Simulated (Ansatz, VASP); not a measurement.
# One calculation of C, two programs

```
CELL_PARAMETERS angstrom
2.41876 -4.33371 0.00000
2.41876 4.33371 0.00000
0.00000 0.00000 2.48566
ATOMIC_POSITIONS crystal
C 0.64829 0.98159 0.00000
C 0.35171 0.01841 0.00000
C 0.01841 0.35171 0.00000
C 0.98159 0.64829 0.00000
C 0.40455 0.22608 0.50000
C 0.59545 0.77392 0.50000
C 0.77392 0.59545 0.50000
C 0.22608 0.40455 0.50000
```

Change from the starting cell: strain +0.1500 x Voigt [1, 0, 0, 0, 0, 0], atoms carried along.

Alike in both runs: task single point; functional LDA; k mesh 6 × 6 × 10; occupations gaussian, width 0.05 eV; no spin polarisation.

|  | VASP | Ansatz |
| --- | --- | --- |
| version | VASP 6.6.1 | Ansatz 0.2.0 |
| potentials or method | VASP PAW LDA potentials, release 64 (C), cutoff 520 eV | scalar-relativistic, plane waves, PAW |
| valence electrons in the cell | 32 | 32 |

```tsv
	VASP	Ansatz	Ansatz less VASP
gap on the k mesh at the Fermi level (eV)	1.31	1.31	-0.004
least direct gap on the mesh (eV)	1.95	1.95	+0.002
pressure (GPa)	-38.6	-39.7	-1.08
traceless stress, the component that is largest in VASP (GPa)	-66.63	-66.42	+0.214
rms of the force components (eV/Å)	0.658	0.673	+0.0148
```

LDA's correlation is that of Perdew and Zunger in VASP and of Perdew and Wang (1992) in Ansatz. Atom by atom the forces differ by 0.017 eV/Å (rms over components). Both programs put the cell under strong tension, so it lies far from rest at this level.

Noted on VASP's run: the cell as given lies far from equilibrium.
